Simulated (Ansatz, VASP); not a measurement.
# Two plane-wave programs on KBr

File INCAR:

```
  PREC = Accurate
  ENCUT = 520
  EDIFF = 1E-6
  ISMEAR = 0
  SIGMA = 0.01
  LREAL = False
  LASPH = True
  NELM = 80
  ALGO = Normal
  ISIF = 2
  LWAVE = False
  LCHARG = False
  GGA = PE
  NBANDS = 15
```

KPOINTS

```
Automatic mesh
0
Gamma
  6 6 6
```

File POSCAR:

```
KBr
1.0
    0.0000000000      3.3022478147      3.3022478147
    3.3022478147      0.0000000000      3.3022478147
    3.3022478147      3.3022478147      0.0000000000
K Br
1 1
Direct
    0.0000000000      0.0000000000      0.0000000000
    0.5000000000      0.5000000000      0.5000000000
```

Input for Ansatz:

```yaml
crystal:
  lattice:
    - [0.0, 3.3022478147, 3.3022478147]
    - [3.3022478147, 0.0, 3.3022478147]
    - [3.3022478147, 3.3022478147, 0.0]
  atoms:
    - { symbol: K, position: [0.0, 0.0, 0.0] }
    - { symbol: Br, position: [0.5, 0.5, 0.5] }
kpoints:
  mp_grid: { grid: [6, 6, 6] }
  band_path:
    path:
      - [0.0, 0.0, 0.0]
      - [0.5, 0.0, 0.5]
      - [0.625, 0.25, 0.625]
      - [0.375, 0.375, 0.75]
      - [0.5, 0.5, 0.5]
      - [0.5, 0.25, 0.75]
    npoints: 1
hamiltonian:
  xc: pbe
scf:
  occupations: { method: fixed }
  n_extra_bands: 4
output:
  forces: true
  stress: true
  eigenvalues: true
```

Alike in both runs: task single point; functional PBE; k mesh 6 × 6 × 6; no spin polarisation.

```csv
,VASP,Ansatz
version,VASP 6.6.1,Ansatz 0.2.0
potentials or method,"VASP PAW PBE potentials, release 64 (K_sv, Br)","plane waves, PAW"
plane-wave cutoff (eV),520,420
occupations,"gaussian, width 0.01 eV",fixed
valence electrons in the cell,16,16
```

|  | VASP | Ansatz | Ansatz less VASP |
| --- | --- | --- | --- |
| gap on the k mesh at the Fermi level (eV) | 4.43 | 4.43 | +0.002 |
| pressure (GPa) | 0.7 | 0.7 | -0.04 |
